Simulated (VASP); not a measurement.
Li7B, 8 atoms in the cell. It takes space group Im-3m (No. 229, cubic). Conventional cell: a = 6.214 Å, b = 6.214 Å, c = 6.214 Å, α = 90.00°, β = 90.00°, γ = 90.00°. Li (site symmetry -3m) has 12 Li at 2.69 to 3.11 Å and 2 B at 2.69 Å within 3.5 Å. Within 3.5 Å of Li (site symmetry 4/mmm) lie 12 Li at 2.69 to 3.11 Å and 2 B at 3.11 Å. Within 3.5 Å of B (site symmetry m-3m) lie 14 Li at 2.69 to 3.11 Å. The cell was built from a structure type or drawn by symmetry, and may not be a known phase.

| Quantity | Value |
| --- | --- |
| Program | VASP 6.6.1 |
| Task | single point |
| Functional | PBE |
| Potentials or basis | VASP PAW PBE potentials, release 64 (Li_sv, B) |
| Cutoff | 520 eV |
| k mesh | 8 × 8 × 8 |
| Occupations | gaussian, width 0.1 eV |
| Spin | no spin polarisation |
| Dipole correction | no |
| Further INCAR settings | ALGO = Normal; EDIFF = 1e-06; NBANDS = 22 |

Potentials or basis: VASP PAW PBE potentials, release 64 (Li_sv, B).

Run with:

```bash
$ cat potpaw_PBE.64/Li_sv/POTCAR potpaw_PBE.64/B/POTCAR > POTCAR
$ mpirun -np 1 vasp_std > vasp.out
```

Hardware: 1 thread of Intel Xeon 8259CL (shared host).

Task: Estimate the wall time of this run.

Result: Wall time 63 s on 1 thread of Intel Xeon 8259CL, with other jobs on the host, peak memory 0.25 GiB. Counts: scf iterations 12, k points 29.
